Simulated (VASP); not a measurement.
Input of a VASP 6.6.1 run:

INCAR

```
SYSTEM = Te
ALGO = Normal
EDIFF = 1E-7
ENCUT = 520
GGA = PE
ISIF = 2
ISMEAR = 0
LASPH = .TRUE.
LCHARG = .FALSE.
LREAL = .FALSE.
LWAVE = .FALSE.
NBANDS = 16
NELM = 100
PREC = Accurate
SIGMA = 0.01
```

Contents of KPOINTS:

```
k-points
0
G
  12 12 6
  0 0 0
```

File POSCAR:

```
Te
1.0
    4.5186668005      0.0000000000      0.0000000000
   -2.2593334002      3.9132802405      0.0000000000
    0.0000000000      0.0000000000      5.9561016534
Te
3
Direct
    0.2682940022      0.0000000000      0.3333333333
    0.0000000000      0.2682940022      0.6666666667
    0.7317059978      0.7317059978      0.0000000000
```

Potentials or basis: VASP PAW PBE potentials, release 64 (Te).

Command:

```sh
$ cat potpaw_PBE.64/Te/POTCAR > POTCAR
$ mpirun -np 1 vasp_std > vasp.out
```

**Question.** Estimate the band gap on the k mesh.

**Answer.** 0.21 eV.

**Question.** What does it give for the pressure?

**Answer.** 0.0 GPa.

**Question.** What does it give for the largest force?

**Answer.** 0.008 eV/Å.

Forces in eV/Å, atoms in the order of the input:
```
Te   0.008  0.000  0.000
Te  -0.004  0.007  0.000
Te  -0.004 -0.007  0.000
```

Caveat: spin-orbit coupling is left out, which moves the levels of the heavy elements. A k mesh can miss the band edges.
